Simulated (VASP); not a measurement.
# NaCaF3 (Pm-3m) in VASP: further runs, part 2 of 2

VASP 6.6.1. Earlier steps stand in the parts before.

## (3) Single point, PBE

This run uses another cell than the first one, of 16.81 Å³/atom, 1.028 times its volume.

The input, INCAR:

```
SYSTEM = NaCaF3
PREC = Accurate
ENCUT = 520
EDIFF = 1E-6
ISMEAR = 0
SIGMA = 0.01
LREAL = .FALSE.
LASPH = .TRUE.
NELM = 100
ALGO = Normal
ISIF = 2
LWAVE = .FALSE.
LCHARG = .TRUE.
GGA = PE
LELF = .TRUE.
LVHAR = .TRUE.
NBANDS = 27
```

The input, KPOINTS:

```
Automatic mesh
0
G
  6 6 6
  0 0 0
```

The input, POSCAR:

```
NaCaF3
1.0
    4.3805651110      0.0000000000      0.0000000000
    0.0000000000      4.3805651110      0.0000000000
    0.0000000000      0.0000000000      4.3805651110
Na Ca F
1 1 3
Direct
    0.0000000000      0.0000000000      0.0000000000
    0.5000000000      0.5000000000      0.5000000000
    0.5000000000      0.5000000000      0.0000000000
    0.5000000000      0.0000000000      0.5000000000
    0.0000000000      0.5000000000      0.5000000000
```

Potentials or basis: VASP PAW PBE potentials, release 64 (Na_pv, Ca_sv, F).

On the command line:

```console
cat potpaw_PBE.64/Na_pv/POTCAR potpaw_PBE.64/Ca_sv/POTCAR potpaw_PBE.64/F/POTCAR > POTCAR
mpirun -np 1 vasp_std > vasp.out
```

OUTCAR:

```text
SYSTEM = NaCaF3
   PREC = Accurate
   ENCUT = 520
   EDIFF = 1E-6
   ISMEAR = 0
   LREAL = .FALSE.
   LASPH = .TRUE.
   NELM = 100
   ISIF = 2
   GGA = PE

 ion  position               nearest neighbor table
   1  0.000  0.000  0.000-
   2  0.500  0.500  0.500-   3 2.19   4 2.19   5 2.19   3 2.19   4 2.19   5 2.19
   3  0.500  0.500  0.000-   2 2.19   2 2.19
   4  0.500  0.000  0.500-   2 2.19   2 2.19
   5  0.000  0.500  0.500-   2 2.19   2 2.19

  LATTYP: Found a simple cubic cell.
 ALAT       =     4.3805651110

  Lattice vectors:

 A1 = (   4.3805651110,   0.0000000000,   0.0000000000)
 A2 = (   0.0000000000,   4.3805651110,   0.0000000000)
 A3 = (   0.0000000000,   0.0000000000,   4.3805651110)

Analysis of symmetry for initial positions (statically):
=====================================================================
 Subroutine PRICEL returns:
 Original cell was already a primitive cell.

 Routine SETGRP: Setting up the symmetry group for a
 simple cubic supercell.

 Subroutine GETGRP returns: Found 48 space group operations
 (whereof 48 operations were pure point group operations)
 out of a pool of 48 trial point group operations.

The static configuration has the point symmetry O_h .

Analysis of symmetry for dynamics (positions and initial velocities):
=====================================================================
 Subroutine PRICEL returns:
 Original cell was already a primitive cell.

 Routine SETGRP: Setting up the symmetry group for a
 simple cubic supercell.

 Subroutine GETGRP returns: Found 48 space group operations
 (whereof 48 operations were pure point group operations)
 out of a pool of 48 trial point group operations.

The dynamic configuration has the point symmetry O_h .

 Subroutine INISYM returns: Found 48 space group operations
[... 115 lines left out ...]
   IALGO  =     38    algorithm
   IMIX   =      4    mixing-type and parameters
     AMIX     =   0.40;   BMIX     =  1.00
     AMIX_MAG =   1.60;   BMIX_MAG =  1.00
  volume/ion in A,a.u.               =      16.81       113.45
  Fermi-wavevector in a.u.,A,eV,Ry     =   1.256433  2.374313 21.478471  1.578623
  Thomas-Fermi vector in A             =   2.390141
   LORBIT       =      0    0 simple, 1 ext, 2 COOP (PROOUT), +10 PAW based schemes
   GGA     = PE    functional components
   LHFCALC =     F    Hartree Fock is set to
   AEXX    =    0.0000 exact exchange contribution
   IVDW    =     0    specifies the selected vdW correction
   LEPSILON=     F    determine dielectric tensor
   LRPA    =     F    only Hartree local field effects (RPA)
 non-spin polarized calculation
 Gauss-broadening in eV      SIGMA  =   0.01
  energy-cutoff  :      520.00
  volume of cell :       84.06
 maximum number of plane-waves:      2301
 NGX is ok and might be reduce to    36
   NGX = 17   NGY = 17   NGZ = 17

 number of electron      37.9999968 magnetization

 Free energy of the ion-electron system (eV)
  ---------------------------------------------------
  ext. energy  EPLUGINS =         0.00000000
  ---------------------------------------------------
  free energy    TOTEN  =       -24.96881930 eV

  energy without entropy =      -24.96881930  energy(sigma->0) =      -24.96881930

 E-fermi :  -2.4201     XC(G=0):  -8.2045

 val. band max:       -2.5124291398   @ k =   0.5000   0.5000   0.5000
 cond. band min:       2.5761388760   @ k =   0.0000   0.0000   0.0000
 fundamental gap:      5.0885680158
 Fermi energy:        -2.4201010200

 k-point     1 :       0.0000    0.0000    0.0000
  band No.  band energies     occupation
      1     -37.5666      2.00000
      2     -23.7805      2.00000
      3     -23.7805      2.00000
      4     -23.7805      2.00000
      5     -21.7921      2.00000
      6     -21.6745      2.00000
[... 589 lines left out ...]
     26       9.8353      0.00000
     27       9.9523      0.00000

------------------------ aborting loop because EDIFF is reached ----------------------------------------

  FORCE on cell =-STRESS in cart. coord.  units (eV):
  Direction    XX          YY          ZZ          XY          YZ          ZX
  --------------------------------------------------------------------------------------
  -------------------------------------------------------------------------------------
  Total        1.0534361      1.0534361      1.0534361      0.0000000      0.0000000     -0.0000000
  in kB       20.0783648     20.0783648     20.0783648      0.0000000      0.0000000     -0.0000000
  external PRESSURE =      20.0783648 kB  Pullay stress =       0.0000000 kB

 VOLUME and BASIS-vectors are now :
 -----------------------------------------------------------------------------
  energy-cutoff  :      520.00
  volume of cell :       84.06
      direct lattice vectors                 reciprocal lattice vectors
     4.380565111  0.000000000  0.000000000     0.228281049  0.000000000  0.000000000
     0.000000000  4.380565111  0.000000000     0.000000000  0.228281049  0.000000000
     0.000000000  0.000000000  4.380565111     0.000000000  0.000000000  0.228281049

 POSITION                                       TOTAL-FORCE (eV/Angst)
 -----------------------------------------------------------------------------------
      0.00000      0.00000      0.00000         0.000000      0.000000      0.000000
      2.19028      2.19028      2.19028         0.000000      0.000000      0.000000
      2.19028      2.19028      0.00000         0.000000      0.000000      0.000000
      2.19028      0.00000      2.19028         0.000000      0.000000      0.000000
      0.00000      2.19028      2.19028         0.000000      0.000000      0.000000
 -----------------------------------------------------------------------------------
    total drift:                                0.000000      0.000000      0.000000

  FREE ENERGIE OF THE ION-ELECTRON SYSTEM (eV)
  ---------------------------------------------------
  free  energy   TOTEN  =       -24.9688192960 eV

  energy  without entropy=      -24.9688192960  energy(sigma->0) =      -24.96881930
```

stdout:

```text
POSCAR found type information on POSCAR NaCaF
 POSCAR found :  3 types and       5 ions
 scaLAPACK will be used
 LDA part: xc-table for (Slater+PW92), standard interpolation
 POSCAR, INCAR and KPOINTS ok, starting setup
 FFT: planning ... GRIDC
 FFT: planning ... GRID_SOFT
 FFT: planning ... GRID
 WAVECAR not read
 entering main loop
```

Wall time 18 s (1 thread of Intel Xeon 6975P-C (Granite Rapids), shared host); peak memory 0.21 GiB.

Results:

| Item | Value |
| --- | --- |
| Free energy | -24.9688 eV |
| Pressure | 2.0 GPa |
| Band gap on the k mesh | 5.09 eV, indirect (least direct gap 5.23 eV) |

Levels at points of the mesh, in eV from the valence-band top:
| k point | band 15 | band 16 | band 17 | band 18 | band 19 | band 20 | band 21 | band 22 | band 23 | band 24 |
| --- | --- | --- | --- | --- | --- | --- | --- | --- | --- | --- |
| (0.00, 0.00, 0.00) | -0.41 | -0.41 | -0.15 | -0.15 | -0.15 | 5.09 | 9.47 | 9.47 | 9.47 | 10.88 |
| (0.50, 0.00, 0.00) | -0.72 | -0.72 | -0.52 | -0.20 | -0.20 | 7.18 | 8.06 | 9.61 | 9.88 | 9.88 |
| (0.50, 0.50, 0.00) | -0.71 | -0.70 | -0.70 | -0.39 | -0.01 | 8.20 | 9.54 | 9.54 | 10.15 | 10.15 |
| (0.50, 0.50, 0.50) | -1.39 | -1.39 | 0.00 | 0.00 | 0.00 | 8.46 | 10.01 | 10.01 | 10.01 | 12.34 |

A k mesh can miss the band edges. As with any semilocal functional, this PBE gap is likely too small.

## (4) Single point, PBE (volume changed by -3%)

The input, INCAR:

```
ALGO     = Normal         # electronic algorithm
EDIFF    = 1E-6           # SCF threshold, eV
ENCUT    = 520            # plane-wave cutoff, eV
GGA      = PE             # functional
ISIF     = 2              # what is computed and relaxed
ISMEAR   = 0              # smearing method
LASPH    = True           # aspherical terms in the spheres
LCHARG   = False          # write CHGCAR
LREAL    = False          # projectors in reciprocal space
LWAVE    = False          # write WAVECAR
NBANDS   = 27             # bands
NELM     = 60             # most SCF steps
PREC     = Accurate       # precision mode
SIGMA    = 0.01           # smearing width, eV
```

The input, KPOINTS:

```
k-points
0
Gamma
  6 6 6
```

Edit POSCAR of step 3 so:

```diff
@@ -2,5 +2,5 @@
 1.0
-    4.3805651110      0.0000000000      0.0000000000
-    0.0000000000      4.3805651110      0.0000000000
-    0.0000000000      0.0000000000      4.3805651110
+    4.3854204894      0.0000000000      0.0000000000
+    0.0000000000      4.3854204894      0.0000000000
+    0.0000000000      0.0000000000      4.3854204894
 Na Ca F
```

Potentials or basis: VASP PAW PBE potentials, release 64 (Na_pv, Ca_sv, F).

On the command line:

```console
cat potpaw_PBE.64/Na_pv/POTCAR potpaw_PBE.64/Ca_sv/POTCAR potpaw_PBE.64/F/POTCAR > POTCAR
mpirun -np 1 vasp_std > vasp.out
```

OUTCAR:

```text
EDIFF = 1E-6
   ENCUT = 520
   GGA = PE
   ISIF = 2
   ISMEAR = 0
   LASPH = True
   LREAL = False
   NELM = 60
   PREC = Accurate

 ion  position               nearest neighbor table
   1  0.000  0.000  0.000-
   2  0.500  0.500  0.500-   3 2.19   4 2.19   5 2.19   3 2.19   4 2.19   5 2.19
   3  0.500  0.500  0.000-   2 2.19   2 2.19
   4  0.500  0.000  0.500-   2 2.19   2 2.19
   5  0.000  0.500  0.500-   2 2.19   2 2.19

  LATTYP: Found a simple cubic cell.
 ALAT       =     4.3854204894

  Lattice vectors:

 A1 = (   4.3854204894,   0.0000000000,   0.0000000000)
 A2 = (   0.0000000000,   4.3854204894,   0.0000000000)
 A3 = (   0.0000000000,   0.0000000000,   4.3854204894)

Analysis of symmetry for initial positions (statically):
=====================================================================
 Subroutine PRICEL returns:
 Original cell was already a primitive cell.

 Routine SETGRP: Setting up the symmetry group for a
 simple cubic supercell.

 Subroutine GETGRP returns: Found 48 space group operations
 (whereof 48 operations were pure point group operations)
 out of a pool of 48 trial point group operations.

The static configuration has the point symmetry O_h .

Analysis of symmetry for dynamics (positions and initial velocities):
=====================================================================
 Subroutine PRICEL returns:
 Original cell was already a primitive cell.

 Routine SETGRP: Setting up the symmetry group for a
 simple cubic supercell.

 Subroutine GETGRP returns: Found 48 space group operations
 (whereof 48 operations were pure point group operations)
 out of a pool of 48 trial point group operations.

The dynamic configuration has the point symmetry O_h .

 Subroutine INISYM returns: Found 48 space group operations
 (whereof 48 operations are pure point group operations),
 and found     1 'primitive' translations

----------------------------------------------------------------------------------------

                                     Primitive cell

  volume of cell :      84.3400

  direct lattice vectors                    reciprocal lattice vectors
     4.385420489  0.000000000  0.000000000     0.228028305  0.000000000  0.000000000
     0.000000000  4.385420489  0.000000000     0.000000000  0.228028305  0.000000000
     0.000000000  0.000000000  4.385420489     0.000000000  0.000000000  0.228028305

  length of vectors
     4.385420489  4.385420489  4.385420489     0.228028305  0.228028305  0.228028305

  position of ions in fractional coordinates (direct lattice)
     0.000000000  0.000000000  0.000000000
     0.500000000  0.500000000  0.500000000
     0.500000000  0.500000000  0.000000000
     0.500000000  0.000000000  0.500000000
     0.000000000  0.500000000  0.500000000

  ion indices of the primitive-cell ions
   primitive index   ion index
                 1           1
                 2           2
                 3           3
                 4           4
                 5           5

----------------------------------------------------------------------------------------

 KPOINTS: k-points

Automatic generation of k-mesh.
 Grid dimensions read from file:
 generate k-points for:    6    6    6

 Generating k-lattice:

  Cartesian coordinates                     Fractional coordinates (reciprocal lattice)
     0.038004717  0.000000000  0.000000000     0.166666667  0.000000000  0.000000000
     0.000000000  0.038004717  0.000000000     0.000000000  0.166666667  0.000000000
     0.000000000  0.000000000  0.038004717     0.000000000  0.000000000  0.166666667

  Length of vectors
     0.038004717  0.038004717  0.038004717

  Shift w.r.t. Gamma in fractional coordinates (k-lattice)
     0.000000000  0.000000000  0.000000000

 Subroutine IBZKPT returns following result:
 ===========================================

 Found     20 irreducible k-points:

 Following reciprocal coordinates:
            Coordinates               Weight
  0.000000  0.000000  0.000000      1.000000
  0.166667  0.000000  0.000000      6.000000
  0.333333  0.000000  0.000000      6.000000
  0.500000  0.000000  0.000000      3.000000
  0.166667  0.166667  0.000000     12.000000
  0.333333  0.166667  0.000000     24.000000
[... 12 lines left out ...]
  0.500000  0.500000  0.333333      6.000000
  0.500000  0.500000  0.500000      1.000000
   k-points           NKPTS =     20   k-points in BZ     NKDIM =     20   number of bands    NBANDS=     27
   number of dos      NEDOS =    301   number of ions     NIONS =      5
   total plane-waves  NPLWV =  46656
   dimension x,y,z NGX =    36 NGY =   36 NGZ =   36
   dimension x,y,z NGXF=    72 NGYF=   72 NGZF=   72
   ions per type =               1   1   3
   NGX,Y,Z   is equivalent  to a cutoff of  13.65, 13.65, 13.65 a.u.
   NGXF,Y,Z  is equivalent  to a cutoff of  27.29, 27.29, 27.29 a.u.
 SYSTEM =  unknown system
   PREC   = accura    normal or accurate (medium, high low for compatibility)
   ISTART =      0    job   : 0-new  1-cont  2-samecut
   ICHARG =      2    charge: 1-file 2-atom 10-const
   ISPIN  =      1    spin polarized calculation?
   LNONCOLLINEAR =      F non collinear calculations
   LSORBIT =      F    spin-orbit coupling
   LASPH  =      T    aspherical Exc in radial PAW
   ENCUT  =  520.0 eV  38.22 Ry    6.18 a.u.   8.15  8.15  8.15*2*pi/ulx,y,z
   NELM   =     60;   NELMIN=  2; NELMDL= -5     # of ELM steps
   EDIFF  = 0.1E-05   stopping-criterion for ELM
   LREAL  =      F    real-space projection
   EDIFFG = 0.1E-04   stopping-criterion for IOM
   NSW    =      0    number of steps for IOM
   IBRION =     -1    ionic relax: 0-MD 1-quasi-New 2-CG
   NFREE  =      0    steps in history (QN), initial steepest desc. (CG)
   ISIF   =      2    stress and relaxation
   ISYM   =      2    0-nonsym 1-usesym 2-fastsym
   POTIM  = 0.5000    time-step for ionic-motion
   TEBEG  =    0.0;   TEEND  =   0.0 temperature during run
   PSTRESS=    0.0 pullay stress
   NELECT =      38.0000    total number of electrons
   NUPDOWN=      -1.0000    fix difference up-down
   EMIN   =  10.00;   EMAX   =-10.00  energy-range for DOS
   EFERMI =   0.00;   METHOD = LEGACY
   ISMEAR =     0;   SIGMA  =   0.01  broadening in eV -4-tet -1-fermi 0-gaus
   EFERMI_NEDOS =   21; number of points for ismear=-14 and -15
   IALGO  =     38    algorithm
   IMIX   =      4    mixing-type and parameters
     AMIX     =   0.40;   BMIX     =  1.00
     AMIX_MAG =   1.60;   BMIX_MAG =  1.00
  volume/ion in A,a.u.               =      16.87       113.83
  Fermi-wavevector in a.u.,A,eV,Ry     =   1.255042  2.371685 21.430937  1.575129
  Thomas-Fermi vector in A             =   2.388817
   LORBIT       =      0    0 simple, 1 ext, 2 COOP (PROOUT), +10 PAW based schemes
   GGA     = PE    functional components
   LHFCALC =     F    Hartree Fock is set to
   AEXX    =    0.0000 exact exchange contribution
   IVDW    =     0    specifies the selected vdW correction
   LEPSILON=     F    determine dielectric tensor
   LRPA    =     F    only Hartree local field effects (RPA)
 non-spin polarized calculation
 Gauss-broadening in eV      SIGMA  =   0.01
  energy-cutoff  :      520.00
  volume of cell :       84.34
 maximum number of plane-waves:      2301
 NGX is ok and might be reduce to    36
   NGX = 17   NGY = 17   NGZ = 17

 number of electron      37.9999969 magnetization

 Free energy of the ion-electron system (eV)
  ---------------------------------------------------
  ext. energy  EPLUGINS =         0.00000000
  ---------------------------------------------------
  free energy    TOTEN  =       -24.97266291 eV

  energy without entropy =      -24.97266291  energy(sigma->0) =      -24.97266291

 E-fermi :  -2.4425     XC(G=0):  -8.1902

 val. band max:       -2.5236117687   @ k =   0.5000   0.5000   0.5000
 cond. band min:       2.5551796442   @ k =   0.0000   0.0000   0.0000
 fundamental gap:      5.0787914129
 Fermi energy:        -2.4425017805

 k-point     1 :       0.0000    0.0000    0.0000
  band No.  band energies     occupation
      1     -37.5974      2.00000
      2     -23.8010      2.00000
      3     -23.8010      2.00000
      4     -23.8010      2.00000
      5     -21.7997      2.00000
      6     -21.6820      2.00000
[... 589 lines left out ...]
     26       9.8652      0.00000
     27       9.9166      0.00000

------------------------ aborting loop because EDIFF is reached ----------------------------------------

  FORCE on cell =-STRESS in cart. coord.  units (eV):
  Direction    XX          YY          ZZ          XY          YZ          ZX
  --------------------------------------------------------------------------------------
  -------------------------------------------------------------------------------------
  Total        0.9567375      0.9567375      0.9567375     -0.0000000     -0.0000000     -0.0000000
  in kB       18.1748013     18.1748013     18.1748013     -0.0000000     -0.0000000     -0.0000000
  external PRESSURE =      18.1748013 kB  Pullay stress =       0.0000000 kB

 VOLUME and BASIS-vectors are now :
 -----------------------------------------------------------------------------
  energy-cutoff  :      520.00
  volume of cell :       84.34
      direct lattice vectors                 reciprocal lattice vectors
     4.385420489  0.000000000  0.000000000     0.228028305  0.000000000  0.000000000
     0.000000000  4.385420489  0.000000000     0.000000000  0.228028305  0.000000000
     0.000000000  0.000000000  4.385420489     0.000000000  0.000000000  0.228028305

 POSITION                                       TOTAL-FORCE (eV/Angst)
 -----------------------------------------------------------------------------------
      0.00000      0.00000      0.00000         0.000000      0.000000      0.000000
      2.19271      2.19271      2.19271         0.000000      0.000000      0.000000
      2.19271      2.19271      0.00000         0.000000      0.000000      0.000000
      2.19271      0.00000      2.19271         0.000000      0.000000      0.000000
      0.00000      2.19271      2.19271         0.000000      0.000000      0.000000
 -----------------------------------------------------------------------------------
    total drift:                                0.000000      0.000000      0.000000

  FREE ENERGIE OF THE ION-ELECTRON SYSTEM (eV)
  ---------------------------------------------------
  free  energy   TOTEN  =       -24.9726629053 eV

  energy  without entropy=      -24.9726629053  energy(sigma->0) =      -24.97266291
```

It took 18 s on 1 thread of Intel Xeon 6975P-C (Granite Rapids), shared host; peak memory 0.22 GiB.

Results:

- Free energy: -24.9727 eV
- Pressure: 1.8 GPa
- Band gap on the k mesh: 5.08 eV, indirect (least direct gap 5.23 eV)

Levels at points of the mesh, in eV from the valence-band top:
| k point | band 17 | band 18 | band 19 | band 20 | band 21 | band 22 |
| --- | --- | --- | --- | --- | --- | --- |
| (0.00, 0.00, 0.00) | -0.15 | -0.15 | -0.15 | 5.08 | 9.46 | 9.46 |
| (0.50, 0.00, 0.00) | -0.52 | -0.20 | -0.20 | 7.16 | 8.05 | 9.60 |
| (0.50, 0.50, 0.00) | -0.70 | -0.39 | -0.01 | 8.18 | 9.53 | 9.53 |
| (0.50, 0.50, 0.50) | 0.00 | 0.00 | 0.00 | 8.44 | 9.99 | 9.99 |

Caveat: the cell differs from its parent crystal (volume changed by -3%).

## (5) Summary

```tsv
cell	gap on the mesh (eV)	pressure (GPa)
a = 4.340 Å, 5 atoms	5.17	3.7
a = 4.381 Å, 5 atoms	5.09	2.0
a = 4.385 Å, 5 atoms	5.08	1.8
```

Alike in all rows: task single point; level PBE; potentials or basis VASP PAW PBE potentials, release 64 (Na_pv, Ca_sv, F); no spin polarisation; k mesh 6 × 6 × 6; cutoff (eV) 520; smearing gaussian 0.01 eV.

Absolute energies hang on the potentials; compare differences alone.
